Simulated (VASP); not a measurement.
Input of a VASP 6.6.1 run:

The input INCAR:

```
PREC = Accurate
ENCUT = 520
EDIFF = 1E-7
ISMEAR = -1
SIGMA = 0.01
LREAL = F
LASPH = T
NELM = 150
ALGO = Normal
ISIF = 2
LWAVE = F
LCHARG = F
ISPIN = 2
MAGMOM = 2
LORBIT = 11
GGA = RP
ISYM = 0
NBANDS = 16
```

File KPOINTS:

```
Automatic mesh
0
Gamma
  1 1 1
```

The input POSCAR:

```
Hg
1.0
   14.0000000000      0.0000000000      0.0000000000
    0.0000000000     14.4000000000      0.0000000000
    0.0000000000      0.0000000000     14.8000000000
Hg
1
Direct
    0.5000000000      0.5000000000      0.5000000000
```

Potentials or basis: VASP PAW PBE potentials, release 64 (Hg).

Run with:

```bash
$ cat potpaw_PBE.64/Hg/POTCAR > POTCAR
$ mpirun -np 1 vasp_gam > vasp.out
```

Problem. Estimate the net moment.

Solution. 0.00 μB per cell.

Problem. Estimate the band gap on the k mesh.

Solution. 5.67 eV.

Problem. Estimate the pressure.

Solution. 0.0 GPa.

Caveat: the PAW data sets were made with another functional, which shifts forces and pressure a little; spin-orbit coupling is left out, which moves the levels of the heavy elements.
